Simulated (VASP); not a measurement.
MnO:

```
Mn O
1.0
     3.02957   -1.75066    0.00000
     3.02957    1.75066    0.00000
    -2.02355    0.00000    2.86543
Mn O
1 1
Direct
  0.50020 0.50020 0.50067
  0.74980 0.74980 0.24934
```

Base run:

| Item | Value |
| --- | --- |
| Program | VASP 6.6.1 |
| Functional | LDA |
| Potentials or basis | VASP PAW LDA potentials, release 64 (Mn_pv, O) |
| Cutoff | 520 eV |
| k mesh | 9 × 9 × 9 |
| Occupations | fermi-dirac, width 0.05 eV |
| Spin | collinear spin, ferromagnetic start |
| Starting moments | [4.0, 0.0] μB |

Its results: band gap on the k mesh zero (filled and empty bands overlap); pressure -16.7 GPa; net moment 4.99 μB per cell; site moments Mn +4.41; O +0.19 μB; largest force 0.005 eV/Å.

**Question.** The run is repeated on the same cell with these changes: functional from LDA to PBEsol; potentials or basis from VASP PAW LDA potentials, release 64 (Mn_pv, O) to VASP PAW PBE potentials, release 64 (Mn_pv, O). What comes out?

**Answer.** Band gap on the k mesh zero (filled and empty bands touch); pressure -12.8 GPa; net moment 5.00 μB per cell; site moments Mn +4.45; O +0.16 μB; largest force 0.004 eV/Å.

Caveats: the cell stands under tension; a cell with one magnetic atom can't hold antiferromagnetic order, which such compounds often take; semilocal functionals often make such compounds metallic where correlation or magnetic order opens a gap, which also shifts bond lengths; the PAW data sets were made with another functional, which shifts forces and pressure a little (at least some runs).
